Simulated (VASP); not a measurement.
# PtS2 (P-3m1) in VASP: notebook, part 2 of 2

VASP 6.6.1.

## Step 3: Relaxation of cell and atoms, PBEsol

This run uses another cell than the first one, of 18.22 Å³/atom.

Contents of INCAR:

```
SYSTEM = PtS2
  ALGO = Normal
  EDIFF = 1E-6
  EDIFFG = -0.005
  ENCUT = 600
  GGA = PS
  IBRION = 2
  ISIF = 3
  ISMEAR = 0
  LASPH = .TRUE.
  LCHARG = .FALSE.
  LREAL = .FALSE.
  LWAVE = .FALSE.
  NELM = 100
  NSW = 100
  PREC = Accurate
  SIGMA = 0.02
```

Contents of KPOINTS:

```
k-points
0
G
  12 12 8
  0 0 0
```

Contents of POSCAR:

```
PtS2
1.0
    3.5645589170      0.0000000000      0.0000000000
   -1.7822794585      3.0869985754      0.0000000000
    0.0000000000      0.0000000000      4.9679715288
Pt S
1 2
Direct
    0.0000000000      0.0000000000      0.0000000000
    0.3333333333      0.6666666667      0.2420100990
    0.6666666667      0.3333333333      0.7579899010
```

Potentials or basis: VASP PAW PBE potentials, release 64 (Pt, S).

On the command line:

```sh
$ cat potpaw_PBE.64/Pt/POTCAR potpaw_PBE.64/S/POTCAR > POTCAR
$ mpirun -np 1 vasp_std > vasp.out
```

OUTCAR:

```text
SYSTEM = PtS2
   EDIFF = 1E-6
   EDIFFG = -0.005
   ENCUT = 600
   GGA = PS
   IBRION = 2
   ISIF = 3
   ISMEAR = 0
   LASPH = .TRUE.
   LREAL = .FALSE.
   NELM = 100
   NSW = 100
   PREC = Accurate

 ion  position               nearest neighbor table
   1  0.000  0.000  0.000-   2 2.38   3 2.38   2 2.38   3 2.38   3 2.38   2 2.38
   2  0.333  0.667  0.242-   1 2.38   1 2.38   1 2.38
   3  0.667  0.333  0.758-   1 2.38   1 2.38   1 2.38

  LATTYP: Found a hexagonal cell.
 ALAT       =     3.5645589170
 C/A-ratio  =     1.3937128392

  Lattice vectors:

 A1 = (   3.5645589170,   0.0000000000,   0.0000000000)
 A2 = (  -1.7822794585,   3.0869985754,   0.0000000000)
 A3 = (   0.0000000000,   0.0000000000,   4.9679715288)

Analysis of symmetry for initial positions (statically):
=====================================================================
 Subroutine PRICEL returns:
 Original cell was already a primitive cell.

 Routine SETGRP: Setting up the symmetry group for a
 hexagonal supercell.

 Subroutine GETGRP returns: Found 12 space group operations
 (whereof 12 operations were pure point group operations)
 out of a pool of 24 trial point group operations.

The static configuration has the point symmetry D_3d.

Analysis of symmetry for dynamics (positions and initial velocities):
=====================================================================
 Subroutine PRICEL returns:
 Original cell was already a primitive cell.

 Routine SETGRP: Setting up the symmetry group for a
 hexagonal supercell.

 Subroutine GETGRP returns: Found 12 space group operations
 (whereof 12 operations were pure point group operations)
 out of a pool of 24 trial point group operations.

The dynamic configuration has the point symmetry D_3d.

 Subroutine INISYM returns: Found 12 space group operations
 (whereof 12 operations are pure point group operations),
 and found     1 'primitive' translations

[... 152 lines left out ...]
  -------------------------------------------------------------------------------------
  Total       -0.2054872     -0.2054872     -0.1967021      0.0000000      0.0000000      0.0000000
  in kB       -6.0224625     -6.0224625     -5.7649851      0.0000000      0.0000000      0.0000000
  external PRESSURE =      -5.9366367 kB  Pullay stress =       0.0000000 kB
[... 92 lines left out ...]
  FREE ENERGIE OF THE ION-ELECTRON SYSTEM (eV)
  ---------------------------------------------------
  free  energy   TOTEN  =       -16.9968548546 eV

  energy  without entropy=      -16.9968548546  energy(sigma->0) =      -16.99685485

[... ionic steps 4 to 10 ...]

--------------------------------------- Ionic step       11  -------------------------------------------

 number of electron      21.9999997 magnetization

------------------------ aborting loop because EDIFF is reached ----------------------------------------
[... 69 lines left out ...]
--------------------------------------- Ionic step       13  -------------------------------------------

 number of electron      21.9999997 magnetization

 Free energy of the ion-electron system (eV)
  ---------------------------------------------------
  ext. energy  EPLUGINS =         0.00000000
  ---------------------------------------------------
  free energy    TOTEN  =       -16.99882889 eV

  energy without entropy =      -16.99882889  energy(sigma->0) =      -16.99882889

 E-fermi :   7.5047     XC(G=0): -11.0677

 val. band max:        7.4235743744   @ k =   0.0000   0.0000   0.0000
 cond. band min:       7.7461504707   @ k =   0.0000   0.3333   0.2500
 fundamental gap:      0.3225760963
 Fermi energy:         7.5047017824

 k-point     1 :       0.0000    0.0000    0.0000
  band No.  band energies     occupation
      1      -8.3388      2.00000
      2      -5.0456      2.00000
      3      -0.0196      2.00000
      4       0.3928      2.00000
      5       0.3928      2.00000
      6       3.2696      2.00000
      7       3.2696      2.00000
      8       5.1090      2.00000
      9       5.9917      2.00000
     10       5.9917      2.00000
     11       7.4236      2.00000
     12       8.9967      0.00000
     13       8.9967      0.00000
     14      11.3059      0.00000
[... 401 lines left out ...]
      2      -5.3722      2.00000
      3       0.2123      2.00000
      4       0.5926      2.00000
      5       1.0176      2.00000
      6       2.5920      2.00000
      7       3.0726      2.00000
      8       4.3233      2.00000
      9       5.6215      2.00000
     10       6.0053      2.00000
     11       7.2542      2.00000
     12       8.5486      0.00000
     13       8.6800      0.00000
     14      12.4571      0.00000
     15      13.3462      0.00000

 [... further k-points ...]

------------------------ aborting loop because EDIFF is reached ----------------------------------------

  FORCE on cell =-STRESS in cart. coord.  units (eV):
  Direction    XX          YY          ZZ          XY          YZ          ZX
  --------------------------------------------------------------------------------------
  -------------------------------------------------------------------------------------
  Total       -0.0033674     -0.0033674      0.0090216     -0.0000000     -0.0000000      0.0000000
  in kB       -0.1018281     -0.1018281      0.2728077     -0.0000000     -0.0000000      0.0000000
  external PRESSURE =       0.0230505 kB  Pullay stress =       0.0000000 kB
[... 18 lines left out ...]
  FREE ENERGIE OF THE ION-ELECTRON SYSTEM (eV)
  ---------------------------------------------------
  free  energy   TOTEN  =       -16.9988288912 eV

  energy  without entropy=      -16.9988288912  energy(sigma->0) =      -16.99882889

 reached required accuracy - stopping structural energy minimisation
```

OSZICAR:

```text
N       E                     dE             d eps       ncg     rms          rms(c)
DAV:   1     0.127548711351E+03    0.12755E+03   -0.11556E+04  3938   0.148E+03
DAV:   2    -0.123073352601E+02   -0.13986E+03   -0.13684E+03  4946   0.262E+02
DAV:   3    -0.182870599320E+02   -0.59797E+01   -0.59447E+01  5043   0.581E+01
DAV:   4    -0.183542160685E+02   -0.67156E-01   -0.67135E-01  5036   0.679E+00
[... 104 lines left out ...]
DAV:   1    -0.169988685980E+02   -0.41468E-04   -0.26549E-03  3958   0.377E-01    0.327E-02
DAV:   2    -0.169988354834E+02    0.33115E-04   -0.15316E-04  4882   0.873E-02    0.197E-02
DAV:   3    -0.169988306523E+02    0.48311E-05   -0.24401E-05  4686   0.426E-02    0.993E-03
DAV:   4    -0.169988291161E+02    0.15362E-05   -0.25904E-06  3577   0.134E-02    0.457E-03
DAV:   5    -0.169988288912E+02    0.22489E-06   -0.64786E-07  2070   0.620E-03
  13 F= -.16998829E+02 E0= -.16998829E+02  d E =-.977057E-05
```

Wall time 10 min (1 thread of Oxide Virtual Turin-like, shared host); peak memory 0.25 GiB.

What came out:

```yaml
Free_energy: -16.9988 eV
Relaxed_volume: 17.66 Å³/atom
Relaxed_cell: a = 3.568 Å, b = 3.568 Å, c = 4.806 Å, α = 90.00°, β = 90.00°, γ = 120.00°
Space_group_after_relaxing_to_0.1_Å: P-3m1 (No. 164)
Energy_gained_by_relaxing: 0.8 meV/atom
Ionic_steps: 13
Pressure_after_relaxing: 0.0 GPa
Largest_force_after_relaxing: 0.004 eV/Å
Band_gap_on_the_k_mesh: 0.32 eV (least direct gap 0.69 eV)
```

Forces on the atoms (eV/Å):
```
Pt   0.000  0.000  0.000
S    0.000  0.000  0.004
S    0.000  0.000 -0.004
```

The path:
```tsv
step	energy change (eV)	largest force (eV/Å)	pressure (GPa)	volume (Å³)
1	0.0000	0.0268	-0.59	54.67
2	0.0007	0.1176	0.95	54.13
3	-0.0004	0.0275	-0.02	54.46
4	-0.0005	0.0266	0.00	54.42
5	-0.0008	0.0242	-0.01	54.27
6	-0.0014	0.0209	0.02	53.99
7	-0.0021	0.0141	0.10	53.43
8	-0.0018	0.0026	0.36	52.29
9	-0.0023	0.0118	0.25	52.95
10	-0.0023	0.0282	-0.22	53.00
11	-0.0024	0.0089	0.00	52.97
12	-0.0024	0.0053	-0.01	52.97
13	-0.0024	0.0042	0.00	52.98
```

Final structure:
```xyz
3
Lattice="3.5678 0.0000 0.0000 -1.7839 3.0898 0.0000 0.0000 0.0000 4.8061" Properties=species:S:1:pos:R:3 pbc="T T T"
Pt    0.0000    0.0000    0.0000
S     0.0000    2.0599    1.1967
S     1.7839    1.0299    3.6094
```

Levels at points of the mesh, in eV from the valence-band top:
```csv
k point,band 7,band 8,band 9,band 10,band 11,band 12,band 13,band 14,band 15
"(0.00, 0.00, 0.00)",-4.15,-2.31,-1.43,-1.43,0.00,1.57,1.57,3.88,5.09
"(0.50, 0.00, 0.00)",-3.79,-3.78,-3.48,-3.39,-2.79,1.03,2.41,5.24,6.21
"(0.00, 0.00, 0.50)",-4.20,-3.09,-1.82,-1.82,-1.35,2.42,2.42,5.22,6.84
"(0.50, 0.00, 0.50)",-3.51,-3.50,-3.14,-3.11,-1.51,1.17,1.83,4.92,5.03
```

Caveat: the PAW data sets were made with another functional, which shifts forces and pressure a little; spin-orbit coupling is left out, which moves the levels of the heavy elements.

## Step 4: Relaxation of shape and atoms at fixed volume, PBEsol (18.61 Å³/atom)

This run uses another cell than the first one, of 18.61 Å³/atom.

Contents of INCAR:

```
PREC = Accurate
ENCUT = 600
EDIFF = 1E-6
ISMEAR = 0
SIGMA = 0.02
LREAL = F
LASPH = T
NELM = 80
ALGO = Normal
ISIF = 4
LWAVE = F
LCHARG = F
GGA = PS
IBRION = 2
NSW = 50
EDIFFG = -0.01
```

Contents of KPOINTS:

```
Automatic mesh
0
Gamma
  12 12 8
```

Contents of POSCAR:

```
PtS2
1.0
    3.6037583259      0.0000000000      0.0000000000
   -1.8018791630      3.1209462593      0.0000000000
    0.0000000000      0.0000000000      4.9633603162
Pt S
1 2
Direct
    0.0000000000      0.0000000000      0.0000000000
    0.3333333333      0.6666666667      0.2438874281
    0.6666666667      0.3333333333      0.7561125719
```

On the command line:

```sh
$ cat potpaw_PBE.64/Pt/POTCAR potpaw_PBE.64/S/POTCAR > POTCAR
$ mpirun -np 1 vasp_std > vasp.out
```

Run time: 4.7 min. Hardware: 1 thread of Oxide Virtual Turin-like, shared host; peak memory 0.26 GiB.

The run converged. Its results:

```
Free energy                  : -16.9932 eV
Energy gained by relaxing    : 7.4 meV/atom
Ionic steps                  : 6
Pressure after relaxing      : -0.5 GPa
Largest force after relaxing : 0.004 eV/Å
Band gap on the k mesh       : 0.69 eV (least direct gap 0.82 eV)
```

Forces on the atoms (eV/Å):
```
Pt   0.000  0.000  0.000
S    0.000  0.000 -0.004
S    0.000  0.000  0.004
```

Step by step:
| step | energy change (eV) | largest force (eV/Å) | pressure (GPa) | volume (Å³) |
| --- | --- | --- | --- | --- |
| 1 | 0.0000 | 0.3692 | -4.54 | 55.82 |
| 2 | -0.0142 | 0.1809 | -2.92 | 55.82 |
| 3 | -0.0204 | 0.0410 | -1.01 | 55.82 |
| 4 | -0.0205 | 0.0665 | -0.79 | 55.82 |
| 5 | -0.0219 | 0.0265 | -0.61 | 55.82 |
| 6 | -0.0221 | 0.0035 | -0.49 | 55.82 |

Final structure:
```cif
data_structure
_symmetry_space_group_name_H-M 'P 1'
_symmetry_Int_Tables_number 1
_cell_length_a 3.5591
_cell_length_b 3.5591
_cell_length_c 5.0888
_cell_angle_alpha 90.000
_cell_angle_beta 90.000
_cell_angle_gamma 120.000
_cell_volume 55.82
loop_
_atom_site_label
_atom_site_type_symbol
_atom_site_fract_x
_atom_site_fract_y
_atom_site_fract_z
_atom_site_occupancy
Pt1 Pt 0.00000 0.00000 0.00000 1
S1 S 0.33333 0.66667 0.23660 1
S2 S 0.66667 0.33333 0.76340 1
```

Levels at points of the mesh, in eV from the valence-band top:
```csv
k point,band 7,band 8,band 9,band 10,band 11,band 12,band 13,band 14,band 15
"(0.00, 0.00, 0.00)",-3.80,-1.95,-1.07,-1.07,-0.03,2.16,2.16,4.59,5.30
"(0.50, 0.00, 0.00)",-3.21,-3.16,-3.11,-3.01,-2.43,1.53,2.60,5.36,6.35
"(0.00, 0.00, 0.50)",-3.82,-2.60,-1.30,-1.30,-1.08,2.68,2.68,5.41,6.99
"(0.50, 0.00, 0.50)",-3.13,-3.12,-2.83,-2.73,-1.41,1.78,2.19,5.06,5.34
```

Caveat: the PAW data sets were made with another functional, which shifts forces and pressure a little; spin-orbit coupling is left out, which moves the levels of the heavy elements. A k mesh can miss the band edges.

## Step 5: Overview

| task | cell | gap on the mesh (eV) | pressure (GPa) | relaxed volume (Å³/atom) |
| --- | --- | --- | --- | --- |
| relaxation of shape and atoms at fixed volume | relaxed from a = 3.607, b = 3.607, c = 4.814 Å, angles 90.0, 90.0, 120.0°, 3 atoms, atomic positions A | 0.52 | -0.3 | 18.08 |
| relaxation of cell and atoms | relaxed from a = 3.565, b = 3.565, c = 4.968 Å, angles 90.0, 90.0, 120.0°, 3 atoms, atomic positions B | 0.32 | 0.0 | 17.66 |
| relaxation of shape and atoms at fixed volume | relaxed from a = 3.604, b = 3.604, c = 4.963 Å, angles 90.0, 90.0, 120.0°, 3 atoms, atomic positions C | 0.69 | -0.5 | 18.61 |

Alike in all rows: level PBEsol; potentials or basis VASP PAW PBE potentials, release 64 (Pt, S); no spin polarisation; k mesh 12 × 12 × 8; cutoff (eV) 600; smearing gaussian 0.02 eV.

Caveats: the PAW data sets were made with another functional, which shifts forces and pressure a little; spin-orbit coupling is left out, which moves the levels of the heavy elements.

Total energies depend on the potentials used, so only differences within one code and one set of settings carry meaning.
